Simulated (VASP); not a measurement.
Wanted: the native input for a VASP 6.6.1 run.

| Property | Result |
| --- | --- |
| Task | single point |
| Functional | PBE |
| Dispersion | D3(BJ) |
| Potentials or basis | VASP PAW PBE potentials, release 64 (Rh_pv) |
| Cutoff | 520 eV |
| k mesh | 12 × 12 × 1 |
| Occupations | gaussian, width 0.1 eV |
| Spin | no spin polarisation |
| Dipole correction | yes |
| Further INCAR settings | ALGO = Normal; EDIFF = 1e-06; NBANDS = 30 |

The structure of Rh lies in POSCAR:

```
Rh
1.0
    2.6825080231      0.0000000000      0.0000000000
   -1.3412540116      2.3231200939      0.0000000000
    0.0000000000      0.0000000000     18.3805172584
Rh
3
Direct
    0.6666666667      0.3333333333      0.3808380309
    0.3333333333      0.6666666667      0.4976525691
    0.0000000000      0.0000000000      0.6144545180
```

One way to write it, as run:

INCAR

```
SYSTEM = Rh
PREC = Accurate ; ENCUT = 520
EDIFF = 1E-6 ; ISMEAR = 0
SIGMA = 0.1 ; LREAL = .FALSE.
LASPH = .TRUE. ; NELM = 100
ALGO = Normal ; ISIF = 2
LWAVE = .FALSE. ; LCHARG = .FALSE.
LDIPOL = .TRUE. ; IDIPOL = 3
DIPOL = 0.5 0.5 0.498 ; GGA = PE
IVDW = 12 ; NBANDS = 30
```

KPOINTS

```
regular mesh
0
G
  12 12 1
  0 0 0
```

Potentials or basis: VASP PAW PBE potentials, release 64 (Rh_pv).

Run with:

```bash
$ cat potpaw_PBE.64/Rh_pv/POTCAR > POTCAR
$ mpirun -np 1 vasp_std > vasp.out
```

It gave:

The largest force is 0.011 eV/Å and the band gap on the k mesh is zero (an odd number of electrons rules out a gap without spin polarisation). The dispersion energy per atom is -0.434 eV.

Wall time 40 s on 1 thread of Intel(R) Xeon(R) 6975P-C (Granite Rapids), on a shared host, peak memory 0.24 GiB.
